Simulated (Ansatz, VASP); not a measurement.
**One calculation of HfC, two programs**

The input INCAR:

```
SYSTEM = HfC
  PREC = Accurate
  ENCUT = 520
  EDIFF = 1E-6
  ISMEAR = 0
  SIGMA = 0.05
  LREAL = .False.
  LASPH = .True.
  NELM = 60
  ALGO = Normal
  ISIF = 2
  LWAVE = .False.
  LCHARG = .False.
  GGA = CA
  NBANDS = 14
```

Contents of KPOINTS:

```
Automatic mesh
0
Gamma
  12 12 12
  0 0 0
```

POSCAR

```
HfC
1.0
    2.9008889300      0.0000000000      0.0000000000
    0.0000000000      2.9008889300      0.0000000000
    0.0000000000      0.0000000000      2.9008889300
Hf C
1 1
Direct
    0.0000000000      0.0000000000      0.0000000000
    0.5000000000      0.5000000000      0.5000000000
```

Input for Ansatz:

```yaml
crystal:
  lattice:
    - [2.90088893, 0.0, 0.0]
    - [0.0, 2.90088893, 0.0]
    - [0.0, 0.0, 2.90088893]
  atoms:
    - { symbol: Hf, position: [0.0, 0.0, 0.0] }
    - { symbol: C, position: [0.5, 0.5, 0.5] }
basis:
  ecutwfc: 420
  ecutrho_ratio: 4
kpoints:
  mp_grid: { grid: [12, 12, 12] }
hamiltonian:
  xc: lda
scf:
  occupations: { method: gaussian, width: 0.05 }
output:
  forces: true
  stress: true
```

Alike in both runs: task single point; functional LDA; k mesh 12 × 12 × 12; occupations gaussian, width 0.05 eV; no spin polarisation.

|  | VASP | Ansatz |
| --- | --- | --- |
| version | VASP 6.6.1 | Ansatz 0.2.0 |
| potentials or method | VASP PAW LDA potentials, release 64 (Hf_pv, C), cutoff 520 eV | scalar-relativistic, plane waves, PAW |
| valence electrons in the cell | 14 | 30 |

Ansatz gave:

| Quantity | Value |
| --- | --- |
| pressure (GPa) | -12.3 |

Which values does VASP return?

Pressure (GPa): -12.9.

LDA's correlation is that of Perdew and Zunger in VASP and of Perdew and Wang (1992) in Ansatz. VASP's potentials hold 14 valence electrons a cell and Ansatz's 30, so a difference there can come from the potentials and not from the codes.

Neither program's run includes spin-orbit coupling.
